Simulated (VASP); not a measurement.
Here is a VASP 6.6.1 calculation.

File INCAR:

```
SYSTEM = Sr
PREC     = Accurate       ! precision mode
ENCUT    = 520            ! plane-wave cutoff, eV
EDIFF    = 1E-7           ! SCF threshold, eV
ISMEAR   = -1             ! smearing method
SIGMA    = 0.08           ! smearing width, eV
LREAL    = .FALSE.        ! projectors in reciprocal space
LASPH    = .TRUE.         ! aspherical terms in the spheres
NELM     = 80             ! most SCF steps
ALGO     = Normal         ! electronic algorithm
ISIF     = 2              ! what is computed and relaxed
LWAVE    = .FALSE.        ! write WAVECAR
LCHARG   = .FALSE.        ! write CHGCAR
GGA      = PE             ! functional
NBANDS   = 28             ! bands
```

The input KPOINTS:

```
Automatic mesh
0
G
  9 9 3
  0 0 0
```

Contents of POSCAR:

```
Sr
1.0
    3.2707008584      0.0000000000      0.0000000000
   -1.6353504292      2.8325100315      0.0000000000
    0.0000000000      0.0000000000     10.7100622916
Sr
4
Direct
    0.0000000000      0.0000000000      0.0000000000
    0.0000000000      0.0000000000      0.5000000000
    0.3333333333      0.6666666667      0.2500000000
    0.6666666667      0.3333333333      0.7500000000
```

Potentials or basis: VASP PAW PBE potentials, release 64 (Sr_sv).

Command:

```console
$ cat potpaw_PBE.64/Sr_sv/POTCAR > POTCAR
$ mpirun -np 1 vasp_std > vasp.out
```

(1) Estimate the pressure.

(2) Predict the band gap on the k mesh.

## Answers

(1) 28.9 GPa.

(2) zero (bands 20 and 21 overlap by 0.91 eV).

Caveat: the cell stands under pressure.
